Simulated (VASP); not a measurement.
BP2, 6 atoms in the cell. The structure is tetragonal, space group P4_2 (No. 77). The conventional cell has a = 4.110 Å, b = 4.110 Å, c = 5.325 Å, α = 90.00°, β = 90.00°, γ = 90.00°. B (site symmetry 2) has 4 P at 1.91 to 2.25 Å within 2.5 Å. P (site symmetry 1) has 1 P at 1.77 Å and 2 B at 1.91 to 2.25 Å within 2.4 Å. The cell was generated, and may not be a known phase.

| Quantity | Value |
| --- | --- |
| Program | VASP 6.6.1 |
| Task | relaxation of cell and atoms |
| Functional | PBE |
| Potentials or basis | VASP PAW PBE potentials, release 64 (B, P) |
| Cutoff | 600 eV |
| k mesh | 4 × 4 × 4 |
| Occupations | gaussian, width 0.1 eV |
| Spin | no spin polarisation |
| Dipole correction | no |
| Further INCAR settings | ALGO = Normal; EDIFF = 1e-06; IBRION = 2; EDIFFG = -0.04; NSW = 90; ISIF = 3 |

Potentials or basis: VASP PAW PBE potentials, release 64 (B, P).

Command:

```sh
$ cat potpaw_PBE.64/B/POTCAR potpaw_PBE.64/P/POTCAR > POTCAR
$ mpirun -np 1 vasp_std > vasp.out
```

Hardware: 1 thread of Intel(R) Xeon(R) Platinum 8559C (Emerald Rapids) (shared host).

Problem. How long does it take, and how much memory?

Solution. It took 8 min on 1 thread of Intel(R) Xeon(R) Platinum 8559C (Emerald Rapids), with other jobs on the host, peak memory 0.24 GiB. Counts: scf iterations 277, k points 18, ion steps 38.
